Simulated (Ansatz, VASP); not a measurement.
## C: VASP beside Ansatz

```
CELL_PARAMETERS angstrom
0.00000 2.44487 0.00000
-2.11730 1.22243 0.01160
0.05959 0.81496 9.98871
ATOMIC_POSITIONS crystal
C 0.44442 0.00000 0.16673
C 0.55553 0.33333 0.83340
C 0.99998 0.66667 0.50007
C 0.33334 0.00000 0.49997
C 0.77779 0.33333 0.16663
C 0.88890 0.66667 0.83330
```

Alike in both runs: task single point; functional LDA; k mesh 12 × 12 × 3; occupations gaussian, width 0.05 eV; no spin polarisation.

|  | VASP | Ansatz |
| --- | --- | --- |
| version | VASP 6.6.1 | Ansatz 0.2.0 |
| potentials or method | VASP PAW LDA potentials, release 64 (C), cutoff 520 eV | scalar-relativistic, plane waves, PAW |
| valence electrons in the cell | 24 | 24 |

|  | VASP | Ansatz | Ansatz less VASP |
| --- | --- | --- | --- |
| gap on the k mesh at the Fermi level (eV) | 0.26 | 0.26 | 0.000 |
| least direct gap on the mesh (eV) | 0.26 | 0.26 | 0.000 |
| pressure (GPa) | 0.9 | 0.1 | -0.81 |
| traceless stress, the component that is largest in VASP (GPa) | -0.91 | 0.03 | +0.933 |
| rms of the force components (eV/Å) | 0.010 | 0.010 | -0.0001 |

LDA's correlation is that of Perdew and Zunger in VASP and of Perdew and Wang (1992) in Ansatz. Atom by atom the forces differ by 0.000 eV/Å (rms over components).
